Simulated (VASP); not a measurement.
MnS:

```
CELL_PARAMETERS angstrom
0.00000 2.47346 2.47346
2.47346 0.00000 2.47346
2.47346 2.47346 0.00000
ATOMIC_POSITIONS crystal
Mn 0.00000 0.00000 0.00000
S 0.75000 0.75000 0.75000
```

* Program: VASP 6.6.1
* Task: relaxation of cell and atoms
* Functional: PBEsol
* Potentials or basis: VASP PAW PBE potentials, release 64 (Mn_pv, S)
* Cutoff: 600 eV
* k mesh: 9 × 9 × 9
* Occupations: fermi-dirac, width 0.05 eV
* Spin: collinear spin, ferromagnetic start
* Starting moments: [4.0, 0.0] μB
* Hubbard terms: Mn d U = 2.0 eV

At the start: pressure 33.2 GPa; volume 15.13 Å³/atom.

Task: How do energy, volume and symmetry change on relaxing?

Result: Over 5 steps the energy falls by 621.5 meV/atom and the volume is 22.15 Å³/atom (+46.4 %); space group F-43m (No. 216, to 0.1 Å) before and after; moment 5.00 μB per cell.

The path:
| step | energy change (eV) | largest force (eV/Å) | pressure (GPa) | volume (Å³) |
| --- | --- | --- | --- | --- |
| 1 | 0.0000 | 0.0000 | 33.21 | 30.27 |
| 2 | -1.2281 | 0.0000 | -2.50 | 46.19 |
| 3 | -1.2429 | 0.0000 | 0.22 | 44.23 |
| 4 | -1.2428 | 0.0000 | -0.28 | 44.55 |
| 5 | -1.2430 | 0.0000 | 0.05 | 44.31 |

Final structure:
```cif
data_structure
_symmetry_space_group_name_H-M 'P 1'
_symmetry_Int_Tables_number 1
_cell_length_a 3.9719
_cell_length_b 3.9719
_cell_length_c 3.9719
_cell_angle_alpha 60.000
_cell_angle_beta 60.000
_cell_angle_gamma 60.000
_cell_volume 44.31
loop_
_atom_site_label
_atom_site_type_symbol
_atom_site_fract_x
_atom_site_fract_y
_atom_site_fract_z
_atom_site_occupancy
Mn1 Mn 0.00000 0.00000 0.00000 1
S1 S 0.75000 0.75000 0.75000 1
```

Caveat: the volume moved by over 15 % at a fixed basis, so the end points are rough; the PAW data sets were made with another functional, which shifts forces and pressure a little; a cell with one magnetic atom can't hold antiferromagnetic order, which such compounds often take.
